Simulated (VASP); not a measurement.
Write the native input for VASP 6.6.1 that does the following.

| Property | Result |
| --- | --- |
| Task | single point |
| Functional | PBEsol |
| Potentials or basis | VASP PAW PBE potentials, release 64 (Hg) |
| Cutoff | 520 eV |
| k mesh | 15 × 15 × 8 |
| Occupations | gaussian, width 0.1 eV |
| Spin | no spin polarisation |
| Dipole correction | no |
| Further INCAR settings | ALGO = Normal; EDIFF = 1e-07; NBANDS = 19 |

The structure of Hg lies in POSCAR:

```
Hg
1.0
    3.0256396462      0.0000000000      0.0000000000
   -1.5128198231      2.6202807963      0.0000000000
    0.0000000000      0.0000000000      4.9698876313
Hg
2
Direct
    0.6666666667      0.3333333333      0.7500000000
    0.3333333333      0.6666666667      0.2500000000
```

One way to write it, as run:

INCAR

```
  PREC = Accurate
  ENCUT = 520
  EDIFF = 1E-7
  ISMEAR = 0
  SIGMA = 0.1
  LREAL = F
  LASPH = T
  NELM = 80
  ALGO = Normal
  ISIF = 2
  LWAVE = F
  LCHARG = T
  GGA = PS
  LELF = T
  LVHAR = T
  NBANDS = 19
```

KPOINTS

```
regular mesh
0
Gamma
  15 15 8
```

Potentials or basis: VASP PAW PBE potentials, release 64 (Hg).

The run is started by

```sh
$ cat potpaw_PBE.64/Hg/POTCAR > POTCAR
$ mpirun -np 1 vasp_std > vasp.out
```

It gave:

* Pressure: 12.9 GPa
* Band gap on the k mesh: zero (band 12 reaches 4.78 eV, above the bottom of band 13 at 2.94 eV)

Caveat: the PAW data sets were made with another functional, which shifts forces and pressure a little; spin-orbit coupling is left out, which moves the levels of the heavy elements.

Wall time 28 s on 1 thread of Intel(R) Xeon(R) 6975P-C (Granite Rapids), with other jobs on the host, peak memory 0.21 GiB.
